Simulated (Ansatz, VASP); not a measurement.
**One calculation of Al3Cl, two programs**

```xyz
8
Lattice="3.1822 0.0000 0.0000 -1.5911 2.7559 0.0000 0.0000 0.0000 18.0214" Properties=species:S:1:pos:R:3 pbc="T T T"
Al    0.0000    1.8372   12.8077
Al    0.0000    0.0000   14.8272
Al    1.5911    0.9186   16.9554
Al    1.5911    0.9186    5.2137
Al    0.0000    0.0000    3.1942
Al    0.0000    1.8372    1.0659
Cl    1.5911    0.9186   11.1224
Cl    0.0000    1.8372    6.8990
```

Alike in both runs: functional PBE; k mesh 12 × 12 × 2; occupations gaussian, width 0.1 eV; no spin polarisation.

Ansatz relaxed the structure, and its values are those at the end. VASP's run is a single point on that final structure, the one shown.

|  | VASP | Ansatz |
| --- | --- | --- |
| version | VASP 6.6.1 | Ansatz 0.2.0 |
| potentials or method | VASP PAW PBE potentials, release 64 (Al, Cl), cutoff 520 eV | scalar-relativistic, plane waves, PAW |
| valence electrons in the cell | 32 | 32 |

Ansatz gave:

```
gap on the k mesh at the Fermi level (eV) : none
pressure (GPa)                            : 0.0
```

Question: Which values does VASP return?

Answer: gap on the k mesh at the Fermi level (eV): none; pressure (GPa): -0.1.

A gap of «none» marks a metal or a gap that the smearing closes. The functional is the same, so the differences come from potentials, cutoffs and numerics.
